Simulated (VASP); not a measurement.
Al2Cu (Khatyrkite), 6 atoms in the cell. It takes space group I4/mcm (No. 140, tetragonal). Conventional cell: a = 5.985 Å, b = 5.985 Å, c = 4.811 Å, α = 90.00°, β = 90.00°, γ = 90.00°. Cu (site symmetry 422) has 2 Cu at 2.41 Å and 8 Al at 2.56 Å within 3.2 Å. Al (site symmetry m2m) has 4 Cu at 2.56 Å and 11 Al at 2.68 to 3.19 Å within 3.4 Å. 

```yaml
Program: VASP 6.6.1
Task: single point
Functional: r2SCAN
Potentials_or_basis: VASP PAW PBE potentials, release 64 (Cu, Al)
Cutoff: 520 eV
k_mesh: 7 × 7 × 7
Occupations: fermi-dirac, width 0.05 eV
Spin: no spin polarisation
Dipole_correction: no
Further_INCAR_settings: ALGO = Normal; EDIFF = 1e-06; NBANDS = 26
```

Potentials or basis: VASP PAW PBE potentials, release 64 (Cu, Al).

Run with:

```sh
$ cat potpaw_PBE.64/Cu/POTCAR potpaw_PBE.64/Al/POTCAR > POTCAR
$ cp INCAR.step1 INCAR
$ mpirun -np 1 vasp_std > vasp.out
$ cp INCAR.step2 INCAR
$ mpirun -np 1 vasp_std > vasp.out
```

Hardware: 1 thread of Intel(R) Xeon(R) 6975P-C (Granite Rapids), with other jobs on the host.

Task: How long does it take, and how much memory?

Result: Run time: 2.6 min on 1 thread of Intel(R) Xeon(R) 6975P-C (Granite Rapids), on a shared host, peak memory 0.26 GiB. Counts: k points 40.
